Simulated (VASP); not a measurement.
Input of a VASP 6.6.1 run:

INCAR

```
SYSTEM = Rb
ALGO = Normal
EDIFF = 1E-6
ENCUT = 520
GGA = PE
ISIF = 2
ISMEAR = -1
LASPH = .True.
LCHARG = .False.
LREAL = .False.
LWAVE = .False.
NBANDS = 26
NELM = 100
PREC = Accurate
SIGMA = 0.05
```

File KPOINTS:

```
k-points
0
Gamma
  6 6 4
  0 0 0
```

POSCAR

```
Rb
1.0
    3.7611928268      0.0000000000      0.0000000000
   -1.8805964134      3.2572885365      0.0000000000
    0.0000000000      0.0000000000     11.9512375299
Rb
4
Direct
    0.0000000000      0.0000000000      0.0000000000
    0.0000000000      0.0000000000      0.5000000000
    0.3333333333      0.6666666667      0.2500000000
    0.6666666667      0.3333333333      0.7500000000
```

Potentials or basis: VASP PAW PBE potentials, release 64 (Rb_sv).

Launch:

```sh
$ cat potpaw_PBE.64/Rb_sv/POTCAR > POTCAR
$ mpirun -np 1 vasp_std > vasp.out
```

Question: What does it give for the pressure?

Answer: 11.1 GPa.

Question: Estimate the band gap on the k mesh.

Answer: Zero (bands 18 and 19 overlap by 2.15 eV).

Stress tensor (GPa, compression positive):
```
10.82  0.00  0.00
 0.00 10.82  0.00
 0.00  0.00 11.75
```

Caveat: the cell stands under pressure.
